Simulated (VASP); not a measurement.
# Ge (P6_3/mmc) in VASP: further runs, part 2 of 2

VASP 6.6.1. The steps go on from the part before.

## Step 5: Single point, revPBE

This run uses another cell than the first one, of 24.38 Å³/atom, 1.040 times its volume.

Contents of INCAR:

```
SYSTEM = Ge
PREC = Accurate
ENCUT = 520
EDIFF = 1E-6
ISMEAR = -1
SIGMA = 0.05
LREAL = .FALSE.
LASPH = .TRUE.
NELM = 60
ALGO = Normal
ISIF = 2
LWAVE = .FALSE.
LCHARG = .FALSE.
GGA = RE
NBANDS = 36
```

Contents of KPOINTS:

```
Automatic mesh
0
G
  8 8 4
  0 0 0
```

Contents of POSCAR:

```
Ge
1.0
    4.0906418642      0.0000000000      0.0000000000
   -2.0453209321      3.5425997721      0.0000000000
    0.0000000000      0.0000000000      6.7290848901
Ge
4
Direct
    0.3333333333      0.6666666667      0.9374134374
    0.6666666667      0.3333333333      0.4374134374
    0.3333333333      0.6666666667      0.5625865626
    0.6666666667      0.3333333333      0.0625865626
```

Potentials or basis: VASP PAW PBE potentials, release 64 (Ge_d).

The run is started by

```console
$ cat potpaw_PBE.64/Ge_d/POTCAR > POTCAR
$ mpirun -np 1 vasp_std > vasp.out
```

OUTCAR:

```text
SYSTEM = Ge
   PREC = Accurate
   ENCUT = 520
   EDIFF = 1E-6
   ISMEAR = -1
   LREAL = .FALSE.
   LASPH = .TRUE.
   NELM = 60
   ISIF = 2
   GGA = RE

 ion  position               nearest neighbor table
   1  0.333  0.667  0.937-   4 2.51   4 2.51   4 2.51   3 2.52
   2  0.667  0.333  0.437-   3 2.51   3 2.51   3 2.51   4 2.52
   3  0.333  0.667  0.563-   2 2.51   2 2.51   2 2.51   1 2.52
   4  0.667  0.333  0.063-   1 2.51   1 2.51   1 2.51   2 2.52

  LATTYP: Found a hexagonal cell.
 ALAT       =     4.0906418642
 C/A-ratio  =     1.6449948721

  Lattice vectors:

 A1 = (   4.0906418642,   0.0000000000,   0.0000000000)
 A2 = (  -2.0453209321,   3.5425997721,   0.0000000000)
 A3 = (   0.0000000000,   0.0000000000,   6.7290848901)

Analysis of symmetry for initial positions (statically):
=====================================================================
 Subroutine PRICEL returns:
 Original cell was already a primitive cell.

 Routine SETGRP: Setting up the symmetry group for a
 hexagonal supercell.

 Subroutine GETGRP returns: Found 24 space group operations
 (whereof 12 operations were pure point group operations)
 out of a pool of 24 trial point group operations.

The static configuration has the point symmetry D_3d.
 The point group associated with its full space group is D_6h.

Analysis of symmetry for dynamics (positions and initial velocities):
=====================================================================
 Subroutine PRICEL returns:
 Original cell was already a primitive cell.

 Routine SETGRP: Setting up the symmetry group for a
 hexagonal supercell.

 Subroutine GETGRP returns: Found 24 space group operations
 (whereof 12 operations were pure point group operations)
 out of a pool of 24 trial point group operations.

The dynamic configuration has the point symmetry D_3d.
[... 113 lines left out ...]
   TEBEG  =    0.0;   TEEND  =   0.0 temperature during run
   PSTRESS=    0.0 pullay stress
   NELECT =      56.0000    total number of electrons
   NUPDOWN=      -1.0000    fix difference up-down
   EMIN   =  10.00;   EMAX   =-10.00  energy-range for DOS
   EFERMI =   0.00;   METHOD = LEGACY
   ISMEAR =    -1;   SIGMA  =   0.05  broadening in eV -4-tet -1-fermi 0-gaus
   EFERMI_NEDOS =   21; number of points for ismear=-14 and -15
   IALGO  =     38    algorithm
   IMIX   =      4    mixing-type and parameters
     AMIX     =   0.40;   BMIX     =  1.00
     AMIX_MAG =   1.60;   BMIX_MAG =  1.00
  volume/ion in A,a.u.               =      24.38       164.52
  Fermi-wavevector in a.u.,A,eV,Ry     =   1.360758  2.571460 25.193406  1.851663
  Thomas-Fermi vector in A             =   2.487393
   LORBIT       =      0    0 simple, 1 ext, 2 COOP (PROOUT), +10 PAW based schemes
   GGA     = RE    functional components
   LHFCALC =     F    Hartree Fock is set to
   AEXX    =    0.0000 exact exchange contribution
   IVDW    =     0    specifies the selected vdW correction
   LEPSILON=     F    determine dielectric tensor
   LRPA    =     F    only Hartree local field effects (RPA)
 non-spin polarized calculation
  energy-cutoff  :      520.00
  volume of cell :       97.51
 maximum number of plane-waves:      2649
   NGX = 15   NGY = 15   NGZ = 25

 number of electron      55.9999946 magnetization

 Free energy of the ion-electron system (eV)
  ---------------------------------------------------
  ext. energy  EPLUGINS =         0.00000000
  ---------------------------------------------------
  free energy    TOTEN  =       -16.85994324 eV

  energy without entropy =      -16.85833074  energy(sigma->0) =      -16.85913699

 E-fermi :   4.3645     XC(G=0):  -9.4372

 val. band max:        4.3072454917   @ k =   0.0000   0.0000   0.0000
 cond. band min:       4.4029213783   @ k =   0.0000   0.0000   0.2500
 fundamental gap:      0.0956758866
 Fermi energy:         4.3645095394

 k-point     1 :       0.0000    0.0000    0.0000
  band No.  band energies     occupation
      1     -20.3950      2.00000
      2     -20.3950      2.00000
      3     -20.3650      2.00000
      4     -20.3635      2.00000
      5     -20.3635      2.00000
      6     -20.3518      2.00000
[... 925 lines left out ...]
     35      11.5881      0.00000
     36      11.5881      0.00000

 [... further k-points ...]
[... 5 lines left out ...]
  --------------------------------------------------------------------------------------
  -------------------------------------------------------------------------------------
  Total       -0.0613855     -0.0613855     -0.0310592      0.0000000      0.0000000      0.0000000
  in kB       -1.0085722     -1.0085722     -0.5103070      0.0000000      0.0000000      0.0000000
  external PRESSURE =      -0.8424838 kB  Pullay stress =       0.0000000 kB

 VOLUME and BASIS-vectors are now :
 -----------------------------------------------------------------------------
  energy-cutoff  :      520.00
  volume of cell :       97.51
      direct lattice vectors                 reciprocal lattice vectors
     4.090641864  0.000000000  0.000000000     0.244460413  0.141139285  0.000000000
    -2.045320932  3.542599772  0.000000000     0.000000000  0.282278571  0.000000000
     0.000000000  0.000000000  6.729084890     0.000000000  0.000000000  0.148608617

 POSITION                                       TOTAL-FORCE (eV/Angst)
 -----------------------------------------------------------------------------------
     -0.00000      2.36173      6.30793        -0.000000      0.000000     -0.005717
      2.04532      1.18087      2.94339         0.000000     -0.000000     -0.005717
     -0.00000      2.36173      3.78569        -0.000000      0.000000      0.005717
      2.04532      1.18087      0.42115         0.000000      0.000000      0.005717
 -----------------------------------------------------------------------------------
    total drift:                               -0.000000      0.000000     -0.000000

  FREE ENERGIE OF THE ION-ELECTRON SYSTEM (eV)
  ---------------------------------------------------
  free  energy   TOTEN  =       -16.8599432412 eV

  energy  without entropy=      -16.8583307387  energy(sigma->0) =      -16.85913699
```

OSZICAR:

```text
N       E                     dE             d eps       ncg     rms          rms(c)
DAV:   1     0.489593169719E+03    0.48959E+03   -0.28567E+04  2524   0.418E+03
DAV:   2     0.675643720585E+02   -0.42203E+03   -0.41200E+03  2160   0.798E+02
DAV:   3    -0.124063645713E+02   -0.79971E+02   -0.78940E+02  2356   0.204E+02
DAV:   4    -0.168624367563E+02   -0.44561E+01   -0.44393E+01  2536   0.557E+01
DAV:   5    -0.169519471425E+02   -0.89510E-01   -0.89449E-01  2448   0.884E+00    0.431E+00
DAV:   6    -0.168836379519E+02    0.68309E-01   -0.56318E-02  2512   0.210E+00    0.255E+00
DAV:   7    -0.168530364883E+02    0.30601E-01   -0.76599E-02  2348   0.223E+00    0.206E-01
DAV:   8    -0.168581096553E+02   -0.50732E-02   -0.12026E-02  2436   0.105E+00    0.968E-02
DAV:   9    -0.168597025688E+02   -0.15929E-02   -0.19077E-03  2364   0.158E-01    0.254E-02
DAV:  10    -0.168599145285E+02   -0.21196E-03   -0.37129E-04  2456   0.122E-01    0.110E-02
DAV:  11    -0.168599426894E+02   -0.28161E-04   -0.79266E-05  2040   0.353E-02    0.355E-03
DAV:  12    -0.168599432412E+02   -0.55184E-06   -0.33807E-06  1860   0.192E-02
   1 F= -.16859943E+02 E0= -.16859137E+02  d E =-.161250E-02
```

stdout:

```text
POSCAR found type information on POSCAR Ge
 POSCAR found :  1 types and       4 ions
 scaLAPACK will be used
 -----------------------------------------------------------------------------
|                                                                             |
|                                                                             |
|     You enforced a specific xc type in the INCAR file but a different       |
|     I HOPE YOU KNOW WHAT YOU ARE DOING!                                     |
|                                                                             |
 -----------------------------------------------------------------------------

 LDA part: xc-table for (Slater+PW92), standard interpolation
 POSCAR, INCAR and KPOINTS ok, starting setup
 FFT: planning ... GRIDC
 FFT: planning ... GRID_SOFT
 FFT: planning ... GRID
 WAVECAR not read
 entering main loop
```

It took 50 s on 1 thread of AMD EPYC 9R45 (Zen 5), shared host; peak memory 0.21 GiB.

What came out:

```yaml
Free_energy: -16.8599 eV
Pressure: -0.1 GPa
Largest_force: 0.006 eV/Å
Band_gap_on_the_k_mesh: 0.10 eV, indirect (least direct gap 0.21 eV)
```

Forces in eV/Å, atoms in the order of the input:
```
Ge   0.000  0.000 -0.006
Ge   0.000  0.000 -0.006
Ge   0.000  0.000  0.006
Ge   0.000  0.000  0.006
```

Levels at points of the mesh, in eV from the valence-band top:
| k point | band 24 | band 25 | band 26 | band 27 | band 28 | band 29 | band 30 | band 31 | band 32 | band 33 |
| --- | --- | --- | --- | --- | --- | --- | --- | --- | --- | --- |
| (0.00, 0.00, 0.00) | -1.27 | -1.27 | -0.38 | -0.10 | 0.00 | 0.21 | 0.21 | 2.38 | 2.38 | 2.85 |
| (0.50, 0.00, 0.00) | -6.45 | -4.11 | -2.73 | -2.43 | -1.23 | 0.77 | 1.63 | 3.77 | 3.81 | 4.34 |
| (0.00, 0.00, 0.50) | -4.56 | -0.69 | -0.69 | -0.69 | -0.69 | 0.63 | 0.63 | 3.43 | 3.43 | 3.43 |
| (0.50, 0.00, 0.50) | -7.48 | -2.24 | -2.24 | -2.12 | -2.12 | 0.68 | 0.68 | 2.33 | 2.33 | 6.05 |

Caveat: the PAW data sets were made with another functional, which shifts forces and pressure a little. A k mesh can miss the band edges.

## Step 6: Overview

| level | cell | gap on the mesh (eV) | pressure (GPa) |
| --- | --- | --- | --- |
| BLYP+D3(BJ) | a = 4.032, b = 4.032, c = 6.661 Å, angles 90.0, 90.0, 120.0°, 4 atoms | 0.19 | 0.2 |
| BLYP+D4 | a = 4.042, b = 4.042, c = 6.675 Å, angles 90.0, 90.0, 120.0°, 4 atoms | 0.19 | 0.2 |
| PBE | a = 4.062, b = 4.062, c = 6.686 Å, angles 90.0, 90.0, 120.0°, 4 atoms | 0.11 | -0.1 |
| revPBE | a = 4.091, b = 4.091, c = 6.729 Å, angles 90.0, 90.0, 120.0°, 4 atoms | 0.10 | -0.1 |

Alike in all rows: task single point; potentials or basis VASP PAW PBE potentials, release 64 (Ge_d); no spin polarisation; k mesh 8 × 8 × 4; cutoff (eV) 520; smearing fermi-dirac 0.05 eV.

Caveats: the PAW data sets were made with another functional, which shifts forces and pressure a little (some runs).

Absolute energies hang on the potentials; compare differences alone.
